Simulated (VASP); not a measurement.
Runs of VASP 6.6.1 on CsPbCl3. The structure is that of space group Pm-3m (No. 221), or close to it. The cells are those of the table. 

| cell | gap on the mesh (eV) | pressure (GPa) |
| --- | --- | --- |
| a = 5.745 Å, 5 atoms | (a) | (b) |
| a = 5.465 Å, 5 atoms | 1.43 | 2.5 |
| a = 5.325 Å, 5 atoms | 0.96 | 5.9 |
| a = 5.325, b = 5.325, c = 5.465 Å, 5 atoms | 0.96 | (c) |
| a = 5.465, b = 5.465, c = 5.325 Å, 5 atoms | 1.19 | 3.6 |

Alike in all rows: task single point; level PBEsol; potentials or basis VASP PAW PBE potentials, release 64 (Cs_sv, Pb_d, Cl); no spin polarisation; k mesh 6 × 6 × 6; cutoff (eV) 520; smearing gaussian 0.05 eV.

Task: Fill in the values left out.

Result: (a) 2.11; (b) -1.5; (c) 4.7.

Caveats: the PAW data sets were made with another functional, which shifts forces and pressure a little; spin-orbit coupling is left out, which moves the levels of the heavy elements; the cell stands under pressure (at least some runs).

A k mesh can miss the band edges, and the runs leave out spin-orbit coupling on Cs, Pb.
